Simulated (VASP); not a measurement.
Set up this calculation in VASP 6.6.1, as the native input.

- Task: single point
- Functional: PBE
- Potentials or basis: VASP PAW PBE potentials, release 64 (Cd, Se)
- Cutoff: 520 eV
- k mesh: 8 × 8 × 8
- Occupations: fermi-dirac, width 0.03 eV
- Spin: no spin polarisation
- Dipole correction: no
- Further INCAR settings: ALGO = Normal; EDIFF = 1e-07; NBANDS = 16

The structure of CdSe lies in POSCAR:

```
CdSe
1.0
    0.0307027120      3.0856225546      3.0856225546
    3.0856225546      0.0307027120      3.0856225546
    3.0856225546      3.0856225546      0.0307027120
Cd Se
1 1
Direct
    0.0000000000      0.0000000000      0.0000000000
    0.2500000000      0.2500000000      0.2500000000
```

This cell differs from its parent crystal: equal xy, yz and zx shear strains of +1 %.

These files were run (other wordings do the same):

INCAR

```
SYSTEM = CdSe
PREC     = Accurate       ! precision mode
ENCUT    = 520            ! plane-wave cutoff, eV
EDIFF    = 1E-7           ! SCF threshold, eV
ISMEAR   = -1             ! smearing method
SIGMA    = 0.03           ! smearing width, eV
LREAL    = .FALSE.        ! projectors in reciprocal space
LASPH    = .TRUE.         ! aspherical terms in the spheres
NELM     = 80             ! most SCF steps
ALGO     = Normal         ! electronic algorithm
ISIF     = 2              ! what is computed and relaxed
LWAVE    = .FALSE.        ! write WAVECAR
LCHARG   = .FALSE.        ! write CHGCAR
GGA      = PE             ! functional
NBANDS   = 16             ! bands
```

KPOINTS

```
regular mesh
0
G
  8 8 8
  0 0 0
```

Potentials or basis: VASP PAW PBE potentials, release 64 (Cd, Se).

Run with:

```console
$ cat potpaw_PBE.64/Cd/POTCAR potpaw_PBE.64/Se/POTCAR > POTCAR
$ mpirun -np 1 vasp_std > vasp.out
```

Results of the run:

| Item | Value |
| --- | --- |
| Pressure | 1.6 GPa |
| Largest force | 0.100 eV/Å |
| Band gap on the k mesh | 0.54 eV |

Caveat: the cell differs from its parent crystal (equal xy, yz and zx shear strains of +1 %).

Wall time 64 s on 1 thread of Intel Xeon 8259CL, with other jobs on the host, peak memory 0.22 GiB.
